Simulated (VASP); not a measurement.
Runs of VASP 6.6.1 on BN. The structure is that of space group Fmm2 (No. 42), or close to it. The cells are those of the table. 

```csv
cell,gap on the mesh (eV),pressure (GPa),largest force (eV/Å)
"a = 4.112, b = 2.502, c = 3.713 Å, angles 80.3, 36.8, 62.9°, 2 atoms",(b),-3.8,0.01
"a = 4.153, b = 2.526, c = 3.749 Å, angles 80.3, 36.8, 62.9°, 2 atoms",3.68,-10.1,0.01
"a = 4.028, b = 2.451, c = 3.637 Å, angles 80.3, 36.8, 62.9°, 2 atoms",3.72,11.8,0.02
"a = 4.193, b = 2.551, c = 3.785 Å, angles 80.3, 36.8, 62.9°, 2 atoms",3.66,-15.6,0.01
"a = 4.071, b = 2.476, c = 3.675 Å, angles 80.3, 36.8, 62.9°, 2 atoms",(a),3.4,0.01
```

Alike in all rows: task single point; level LDA; potentials or basis VASP PAW LDA potentials, release 64 (B, N); no spin polarisation; k mesh 10 × 10 × 10; cutoff (eV) 520; smearing gaussian 0.01 eV.

Task: Fill in the values left out.

Result: (a) 3.71; (b) 3.69.

A k mesh can miss the band edges.
